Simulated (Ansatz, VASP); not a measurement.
# One calculation of Ta3N, two programs

File INCAR:

```
PREC = Accurate
ENCUT = 520
EDIFF = 1E-6
ISMEAR = 0
SIGMA = 0.1
LREAL = False
LASPH = True
NELM = 60
ALGO = Normal
ISIF = 2
LWAVE = False
LCHARG = False
GGA = PE
NBANDS = 48
```

File KPOINTS:

```
Automatic mesh
0
Gamma
  6 6 4
```

POSCAR

```
Ta3N
1.0
    5.5804724955      0.0000000000      0.0000000000
   -2.7902362478      4.8328309462      0.0000000000
    0.0000000000      0.0000000000      4.4791902017
Ta N
6 2
Direct
    0.8330000000      0.6660000000      0.2500000000
    0.1670000000      0.8330000000      0.7500000000
    0.3340000000      0.1670000000      0.2500000000
    0.1670000000      0.3340000000      0.7500000000
    0.8330000000      0.1670000000      0.2500000000
    0.6660000000      0.8330000000      0.7500000000
    0.3333333333      0.6666666667      0.2500000000
    0.6666666667      0.3333333333      0.7500000000
```

Input for Ansatz:

```yaml
crystal:
  lattice:
    - [5.5804724955, 0.0, 0.0]
    - [-2.7902362478, 4.8328309462, 0.0]
    - [0.0, 0.0, 4.4791902017]
  atoms:
    - { symbol: Ta, position: [0.833, 0.666, 0.25] }
    - { symbol: Ta, position: [0.167, 0.833, 0.75] }
    - { symbol: Ta, position: [0.334, 0.167, 0.25] }
    - { symbol: Ta, position: [0.167, 0.334, 0.75] }
    - { symbol: Ta, position: [0.833, 0.167, 0.25] }
    - { symbol: Ta, position: [0.666, 0.833, 0.75] }
    - { symbol: "N", position: [0.3333333333, 0.6666666667, 0.25] }
    - { symbol: "N", position: [0.6666666667, 0.3333333333, 0.75] }
basis:
  ecutwfc: 420
kpoints:
  mp_grid: { grid: [6, 6, 4] }
hamiltonian:
  xc: pbe
scf:
  occupations: { method: gaussian, width: 0.1 }
  lower_state_search: "off"
output:
  forces: true
  stress: true
  eigenvalues: true
```

Alike in both runs: task single point; functional PBE; k mesh 6 × 6 × 4; occupations gaussian, width 0.1 eV; no spin polarisation.

|  | VASP | Ansatz |
| --- | --- | --- |
| version | VASP 6.6.1 | Ansatz 0.2.0 |
| potentials or method | VASP PAW PBE potentials, release 64 (Ta_pv, N), cutoff 520 eV | scalar-relativistic, plane waves, PAW |
| valence electrons in the cell | 76 | 88 |

|  | VASP | Ansatz | Ansatz less VASP |
| --- | --- | --- | --- |
| gap on the k mesh at the Fermi level (eV) | none | none | - |
| pressure (GPa) | 5.6 | 5.4 | -0.23 |
| traceless stress, the component that is largest in VASP (GPa) | 7.93 | 7.98 | +0.043 |
| rms of the force components (eV/Å) | 0.037 | 0.038 | +0.0006 |

Atom by atom the forces differ by 0.001 eV/Å (rms over components). A gap of «none» marks a metal or a gap that the smearing closes. VASP's potentials hold 76 valence electrons a cell and Ansatz's 88, so a difference there can come from the potentials and not from the codes.

Neither program's run includes spin-orbit coupling.
